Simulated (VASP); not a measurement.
Here is a VASP 6.6.1 calculation.

The input INCAR:

```
SYSTEM = Ag
PREC = Accurate
ENCUT = 520
EDIFF = 1E-7
ISMEAR = -1
SIGMA = 0.1
LREAL = .FALSE.
LASPH = .TRUE.
NELM = 150
ALGO = Normal
ISIF = 2
LWAVE = .FALSE.
LCHARG = .FALSE.
LMAXMIX = 4
LDAU = .TRUE.
LDAUTYPE = 2
LDAUL = 2
LDAUU = 6
LDAUJ = 0
LDAUPRINT = 1
GGA = PS
NBANDS = 12
```

KPOINTS

```
Automatic mesh
0
G
  8 8 8
  0 0 0
```

Contents of POSCAR:

```
Ag
1.0
    0.0000000000      2.0342650000      2.0342650000
    2.0342650000      0.0000000000      2.0342650000
    2.0342650000      2.0342650000      0.0000000000
Ag
1
Direct
    0.0000000000      0.0000000000      0.0000000000
```

Potentials or basis: VASP PAW PBE potentials, release 64 (Ag).

Launch:

```sh
$ cat potpaw_PBE.64/Ag/POTCAR > POTCAR
$ mpirun -np 1 vasp_std > vasp.out
```

Problem. What does it give for the pressure?

Solution. -3.0 GPa.

Eigenvalues of the final occupation matrices:
| site | spin | trace | eigenvalues |
| --- | --- | --- | --- |
| site 1 d | 1 | 4.74 | 0.95 0.95 0.95 0.95 0.95 |
| site 1 d | 2 | 4.74 | 0.95 0.95 0.95 0.95 0.95 |

Caveat: the PAW data sets were made with another functional, which shifts forces and pressure a little; U without spin polarisation on a metal has little footing; the U is typed as a test and isn't derived for this compound.
